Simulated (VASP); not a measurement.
# Mg12Br in VASP: a series of runs

Runs on Mg12Br. Level: LDA. Tasks: single point.

Everything below comes from runs of VASP 6.6.1. Logs are shortened: lines on timing, memory, paths and dates and some standing lists are left out, and cuts for length are marked.

## 1. The cell of the first run

The cell holds a slab with vacuum, 13 atoms: a = 6.420 Å, b = 6.420 Å, c = 16.213 Å, α = 90.00°, β = 90.00°, γ = 60.00°.

## 2. Single point, LDA

INCAR

```
SYSTEM = Mg12Br
ALGO = Normal ; EDIFF = 1E-7
ENCUT = 520 ; GGA = CA
ISIF = 2 ; ISMEAR = -1
LASPH = .TRUE. ; LCHARG = .TRUE.
LELF = .TRUE. ; LREAL = .FALSE.
LVHAR = .TRUE. ; LWAVE = .FALSE.
NBANDS = 28 ; NELM = 80
PREC = Accurate ; SIGMA = 0.1
```

KPOINTS

```
k-points
0
G
  2 2 1
  0 0 0
```

POSCAR

```
Mg12Br
1.0
    6.4200000000      0.0000000000      0.0000000000
    3.2100000000      5.5598830000      0.0000000000
    0.0000000000      0.0000000000     16.2130400000
Mg Br
12 1
Direct
    0.0000000000      0.0000000000      0.0616787475
    0.5000000000      0.0000000000      0.0616787475
    0.0000037321      0.4999925358      0.0616787475
    0.5000037321      0.4999925358      0.0616787475
   -0.2470745042      0.4335882608      0.1987535959
    0.3422617299      0.3703675059      0.2153143396
   -0.1614101082      0.8416364157      0.2000426817
    0.2545917673      0.9317821976      0.2337316136
   -0.1290572623      0.0313855525      0.3578971001
    0.4469905037      0.0201622948      0.4178118354
   -0.0290154875      0.4836072989      0.3530121433
    0.3798864077      0.5823144120      0.3905436612
    0.6981691143      0.1912630176      0.5161524304
```

Potentials or basis: VASP PAW LDA potentials, release 64 (Mg, Br).

Command:

```console
$ cat potpaw_LDA.64/Mg/POTCAR potpaw_LDA.64/Br/POTCAR > POTCAR
$ mpirun -np 1 vasp_std > vasp.out
```

OUTCAR:

```text
SYSTEM = Mg12Br
   EDIFF = 1E-7
   ENCUT = 520
   GGA = CA
   ISIF = 2
   ISMEAR = -1
   LASPH = .TRUE.
   LREAL = .FALSE.
   NELM = 80
   PREC = Accurate

 ion  position               nearest neighbor table
   1  0.000  0.000  0.062-   7 2.86   8 3.15   3 3.21   4 3.21   2 3.21   2 3.21   4 3.21   3 3.21
                             5 3.28
   2  0.500  0.000  0.062-   7 2.93   4 3.21   3 3.21   1 3.21   1 3.21   3 3.21   4 3.21   6 3.24
                             8 3.34
   3  0.000  0.500  0.062-   5 2.88   7 2.94   6 3.15   1 3.21   2 3.21   4 3.21   4 3.21   2 3.21
                             1 3.21
   4  0.500  0.500  0.062-   5 2.66   6 2.96   2 3.21   1 3.21   3 3.21   3 3.21   1 3.21   2 3.21

   5  0.753  0.434  0.199-   4 2.66   6 2.87   3 2.88   7 2.93  11 2.96   8 3.25   8 3.27   1 3.28
                             9 3.46   7 3.56   6 3.61
   6  0.342  0.370  0.215-   5 2.87   4 2.96  11 3.08   7 3.14   3 3.15   8 3.15  12 3.21   2 3.24
                             7 3.30   8 3.37   5 3.61
   7  0.839  0.842  0.200-   1 2.86   9 2.89   2 2.93   5 2.93   3 2.94   8 3.05   6 3.14  11 3.19
                             6 3.30   8 3.54   5 3.56
   8  0.255  0.932  0.234-   9 2.99   7 3.05   6 3.15   1 3.15  12 3.22   5 3.25   5 3.27   2 3.34
                             6 3.37  10 3.38   7 3.54  11 3.63
   9  0.871  0.031  0.358-  13 2.78   7 2.89  10 2.92   8 2.99  12 3.14  11 3.24  11 3.27  12 3.40
                             5 3.46
  10  0.447  0.020  0.418-  13 2.85   9 2.92  12 3.08  11 3.19   8 3.38  12 3.44  11 3.56
  11  0.971  0.484  0.353-   5 2.96  12 3.05   6 3.08  10 3.19   7 3.19   9 3.24   9 3.27  10 3.56
                            12 3.57   8 3.63
  12  0.380  0.582  0.391-  11 3.05  10 3.08  13 3.08   9 3.14   6 3.21   8 3.22   9 3.40  10 3.44
                            11 3.57
  13  0.698  0.191  0.516-   9 2.78  10 2.85  12 3.08

  LATTYP: Found a hexagonal cell.
 ALAT       =     6.4199999201
 C/A-ratio  =     2.5253956701

  Lattice vectors:

 A1 = (  -3.2100000000,  -5.5598830000,   0.0000000000)
 A2 = (   6.4200000000,   0.0000000000,   0.0000000000)
 A3 = (   0.0000000000,   0.0000000000,  16.2130400000)

Analysis of symmetry for initial positions (statically):
=====================================================================
 Subroutine PRICEL returns:
 Original cell was already a primitive cell.

 Routine SETGRP: Setting up the symmetry group for a
 hexagonal supercell.

 Subroutine GETGRP returns: Found  1 space group operations
 (whereof  1 operations were pure point group operations)
 out of a pool of 24 trial point group operations.

The static configuration has the point symmetry C_1 .

Analysis of symmetry for dynamics (positions and initial velocities):
=====================================================================
 Subroutine PRICEL returns:
 Original cell was already a primitive cell.

 Routine SETGRP: Setting up the symmetry group for a
 hexagonal supercell.

 Subroutine GETGRP returns: Found  1 space group operations
 (whereof  1 operations were pure point group operations)
 out of a pool of 24 trial point group operations.

The dynamic configuration has the point symmetry C_1 .

 Subroutine INISYM returns: Found  1 space group operations
 (whereof  1 operations are pure point group operations),
 and found     1 'primitive' translations

----------------------------------------------------------------------------------------

                                     Primitive cell

  volume of cell :     578.7155

  direct lattice vectors                    reciprocal lattice vectors
     6.420000000  0.000000000  0.000000000     0.155763240 -0.089929950  0.000000000
     3.210000000  5.559883000  0.000000000     0.000000000  0.179859900  0.000000000
     0.000000000  0.000000000 16.213040000     0.000000000  0.000000000  0.061678747

  length of vectors
     6.420000000  6.419999920 16.213040000     0.179859898  0.179859900  0.061678747

[... 25 lines left out ...]
                 9           9
                10          10
                11          11
                12          12
                13          13

----------------------------------------------------------------------------------------

 KPOINTS: k-points

Automatic generation of k-mesh.
 Grid dimensions read from file:
 generate k-points for:    2    2    1

 Generating k-lattice:

  Cartesian coordinates                     Fractional coordinates (reciprocal lattice)
     0.077881620 -0.044964975  0.000000000     0.500000000 -0.000000000  0.000000000
     0.000000000  0.089929950  0.000000000     0.000000000  0.500000000  0.000000000
     0.000000000  0.000000000  0.061678747     0.000000000  0.000000000  1.000000000

  Length of vectors
     0.089929949  0.089929950  0.061678747

  Shift w.r.t. Gamma in fractional coordinates (k-lattice)
     0.000000000  0.000000000  0.000000000

 Subroutine IBZKPT returns following result:
 ===========================================

 Found      4 irreducible k-points:

 Following reciprocal coordinates:
            Coordinates               Weight
  0.000000  0.000000  0.000000      1.000000
  0.500000  0.000000  0.000000      1.000000
  0.500000  0.500000  0.000000      1.000000
  0.000000  0.500000  0.000000      1.000000
   k-points           NKPTS =      4   k-points in BZ     NKDIM =      4   number of bands    NBANDS=     28
   number of dos      NEDOS =    301   number of ions     NIONS =     13
   total plane-waves  NPLWV = 290304
   dimension x,y,z NGX =    48 NGY =   48 NGZ =  126
   dimension x,y,z NGXF=    96 NGYF=   96 NGZF=  252
   ions per type =              12   1
   NGX,Y,Z   is equivalent  to a cutoff of  12.43, 12.43, 12.92 a.u.
   NGXF,Y,Z  is equivalent  to a cutoff of  24.86, 24.86, 25.84 a.u.
 SYSTEM =  Mg12Br
   PREC   = accura    normal or accurate (medium, high low for compatibility)
   ISTART =      0    job   : 0-new  1-cont  2-samecut
   ICHARG =      2    charge: 1-file 2-atom 10-const
   ISPIN  =      1    spin polarized calculation?
   LNONCOLLINEAR =      F non collinear calculations
   LSORBIT =      F    spin-orbit coupling
   LASPH  =      T    aspherical Exc in radial PAW
   ENCUT  =  520.0 eV  38.22 Ry    6.18 a.u.  11.94 11.94 30.15*2*pi/ulx,y,z
   NELM   =     80;   NELMIN=  2; NELMDL= -5     # of ELM steps
   EDIFF  = 0.1E-06   stopping-criterion for ELM
   LREAL  =      F    real-space projection
   EDIFFG = 0.1E-05   stopping-criterion for IOM
   NSW    =      0    number of steps for IOM
   IBRION =     -1    ionic relax: 0-MD 1-quasi-New 2-CG
   NFREE  =      0    steps in history (QN), initial steepest desc. (CG)
   ISIF   =      2    stress and relaxation
   ISYM   =      2    0-nonsym 1-usesym 2-fastsym
   POTIM  = 0.5000    time-step for ionic-motion
   TEBEG  =    0.0;   TEEND  =   0.0 temperature during run
   PSTRESS=    0.0 pullay stress
   NELECT =      31.0000    total number of electrons
   NUPDOWN=      -1.0000    fix difference up-down
   EMIN   =  10.00;   EMAX   =-10.00  energy-range for DOS
   EFERMI =   0.00;   METHOD = LEGACY
   ISMEAR =    -1;   SIGMA  =   0.10  broadening in eV -4-tet -1-fermi 0-gaus
   EFERMI_NEDOS =   21; number of points for ismear=-14 and -15
   IALGO  =     38    algorithm
   IMIX   =      4    mixing-type and parameters
     AMIX     =   0.40;   BMIX     =  1.00
     AMIX_MAG =   1.60;   BMIX_MAG =  1.00
  volume/ion in A,a.u.               =      44.52       300.41
  Fermi-wavevector in a.u.,A,eV,Ry     =   0.617126  1.166199  5.181700  0.380844
  Thomas-Fermi vector in A             =   1.675100
   LORBIT       =      0    0 simple, 1 ext, 2 COOP (PROOUT), +10 PAW based schemes
   GGA     = CA    functional components
   LHFCALC =     F    Hartree Fock is set to
   AEXX    =    0.0000 exact exchange contribution
   IVDW    =     0    specifies the selected vdW correction
   LEPSILON=     F    determine dielectric tensor
   LRPA    =     F    only Hartree local field effects (RPA)
 non-spin polarized calculation
  energy-cutoff  :      520.00
  volume of cell :      578.72
 maximum number of plane-waves:     15596
 NGX is ok and might be reduce to    48
   NGX = 23   NGY = 23   NGZ = 61

 number of electron      31.0000001 magnetization

 Free energy of the ion-electron system (eV)
  ---------------------------------------------------
  ext. energy  EPLUGINS =         0.00000000
  ---------------------------------------------------
  free energy    TOTEN  =       -22.45080869 eV

  energy without entropy =      -22.24201662  energy(sigma->0) =      -22.34641265

 E-fermi :  -0.3255     XC(G=0):  -5.5740

 val. band max:       -0.4416877206   @ k =   0.0000   0.0000   0.0000
 cond. band min:      -0.2809642920   @ k =   0.0000   0.5000   0.0000
 fundamental gap:      0.1607234286
 Fermi energy:        -0.3254917394

 k-point     1 :       0.0000    0.0000    0.0000
  band No.  band energies     occupation
      1     -15.9885      2.00000
      2      -7.0439      2.00000
      3      -5.7604      2.00000
      4      -4.6245      2.00000
      5      -4.2636      2.00000
      6      -4.2335      2.00000
[... 109 lines left out ...]
     26       2.4932      0.00000
     27       2.7082      0.00000
 [bands above 27 left out]

------------------------ aborting loop because EDIFF is reached ----------------------------------------

  FORCE on cell =-STRESS in cart. coord.  units (eV):
  Direction    XX          YY          ZZ          XY          YZ          ZX
  --------------------------------------------------------------------------------------
  -------------------------------------------------------------------------------------
  Total       -3.4956223     -7.1718997     -1.1711244      0.6352698     -0.1346923     -0.0468846
  in kB       -9.6776507    -19.8554465     -3.2422647      1.7587483     -0.3728965     -0.1298003
  external PRESSURE =     -10.9251206 kB  Pullay stress =       0.0000000 kB

 VOLUME and BASIS-vectors are now :
 -----------------------------------------------------------------------------
  energy-cutoff  :      520.00
  volume of cell :      578.72
      direct lattice vectors                 reciprocal lattice vectors
     6.420000000  0.000000000  0.000000000     0.155763240 -0.089929950  0.000000000
     3.210000000  5.559883000  0.000000000     0.000000000  0.179859900  0.000000000
     0.000000000  0.000000000 16.213040000     0.000000000  0.000000000  0.061678747

 POSITION                                       TOTAL-FORCE (eV/Angst)
 -----------------------------------------------------------------------------------
      0.00000      0.00000      1.00000         0.233867      0.108141     -0.224328
      3.21000      0.00000      1.00000        -0.244285      0.059237     -0.080152
      1.60500      2.77990      1.00000         0.228405     -0.160795     -0.404427
      4.81500      2.77990      1.00000        -0.458945      0.283743     -0.815173
      6.22560      2.41070      3.22240         0.364558     -0.533699      1.084102
      3.38620      2.05920      3.49090        -0.293820     -0.193900      0.541961
      8.08540      4.67940      3.24330        -0.209735      0.263089      0.604473
      4.62550      5.18060      3.78950         0.343140     -0.099368      0.213154
      5.69220      0.17450      5.80260         0.352228      0.367152      0.394602
      2.93440      0.11210      6.77400        -0.081062      0.117011     -0.395480
      7.78610      2.68880      5.72340        -0.197325      0.151957      0.097450
      4.30810      3.23760      6.33190         0.307579     -0.360809     -0.279627
      5.09620      1.06340      8.36840        -0.344605     -0.001758     -0.736556
 -----------------------------------------------------------------------------------
    total drift:                               -0.000090     -0.000010     -0.000067

  FREE ENERGIE OF THE ION-ELECTRON SYSTEM (eV)
  ---------------------------------------------------
  free  energy   TOTEN  =       -22.4508086905 eV

  energy  without entropy=      -22.2420166186  energy(sigma->0) =      -22.34641265
```

Wall time 1.8 min (1 thread of AMD EPYC 9R45 (Zen 5), shared host); peak memory 0.42 GiB.

What came out:

- Free energy: -22.4508 eV
- Largest force: 1.262 eV/Å

Forces in eV/Å, atoms in the order of the input:
```
Mg   0.234  0.108 -0.224
Mg  -0.244  0.059 -0.080
Mg   0.228 -0.161 -0.404
Mg  -0.459  0.284 -0.815
Mg   0.365 -0.534  1.084
Mg  -0.294 -0.194  0.542
Mg  -0.210  0.263  0.604
Mg   0.343 -0.099  0.213
Mg   0.352  0.367  0.395
Mg  -0.081  0.117 -0.395
Mg  -0.197  0.152  0.097
Mg   0.308 -0.361 -0.280
Br  -0.345 -0.002 -0.737
```

Caveat: the k points lie up to 0.57 Å⁻¹ apart; an odd number of electrons without spin polarisation forces a metal; a magnetic or distorted state may lie lower.

(Part 1 of 2 ends here.)
